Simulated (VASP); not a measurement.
Rb, 1 atom in the cell. The structure is cubic, space group Im-3m (No. 229). The conventional cell has a = 5.562 Å, b = 5.562 Å, c = 5.562 Å, α = 90.00°, β = 90.00°, γ = 90.00°. 

| Item | Value |
| --- | --- |
| Program | VASP 6.6.1 |
| Task | single point |
| Functional | PBEsol |
| Potentials or basis | VASP PAW PBE potentials, release 64 (Rb_sv) |
| Cutoff | 520 eV |
| k mesh | 7 × 7 × 7 |
| Occupations | fermi-dirac, width 0.05 eV |
| Spin | no spin polarisation |
| Dipole correction | no |
| Further INCAR settings | ALGO = Fast; EDIFF = 1e-06; NBANDS = 10 |

Potentials or basis: VASP PAW PBE potentials, release 64 (Rb_sv).

The run is started by

```bash
$ cat potpaw_PBE.64/Rb_sv/POTCAR > POTCAR
$ mpirun -np 1 vasp_std > vasp.out
```

Hardware: 1 thread of AMD EPYC 7R13, with other jobs on the host.

Q: Estimate the wall time of this run.

A: Run time: 42 s on 1 thread of AMD EPYC 7R13, with other jobs on the host, peak memory 0.16 GiB. Counts: scf iterations 11, k points 20.
